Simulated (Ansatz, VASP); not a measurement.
**Ta3Mo: VASP beside Ansatz**

```
Ta Mo
1.0
    -1.93633    1.93633    4.77567
     1.93633   -1.93633    4.77567
     1.93633    1.93633   -4.77567
Ta Mo
3 1
Direct
  0.50000 0.50000 0.00000
  0.25000 0.75000 0.50000
  0.75000 0.25000 0.50000
  0.00000 0.00000 0.00000
```

Alike in both runs: functional PBE; k mesh 6 × 6 × 6; occupations gaussian, width 0.1 eV; no spin polarisation.

Ansatz relaxed the structure, and its values are those at the end. VASP's run is a single point on that final structure, the one shown.

|  | VASP | Ansatz |
| --- | --- | --- |
| version | VASP 6.6.1 | Ansatz 0.2.0 |
| potentials or method | VASP PAW PBE potentials, release 64 (Ta_pv, Mo_sv), cutoff 520 eV | scalar-relativistic, plane waves, PAW |
| valence electrons in the cell | 47 | 53 |

|  | VASP | Ansatz | Ansatz less VASP |
| --- | --- | --- | --- |
| gap on the k mesh at the Fermi level (eV) | none | none | - |
| pressure (GPa) | 0.3 | 0.1 | -0.18 |

A gap of «none» marks a metal or a gap that the smearing closes. With one functional, cell and mesh, what is left measures potentials, basis and numerics. VASP's potentials hold 47 valence electrons a cell and Ansatz's 53, so a difference there can come from the potentials and not from the codes.

The k mesh is coarse, so the values compare programs but aren't converged. Neither program's run includes spin-orbit coupling.
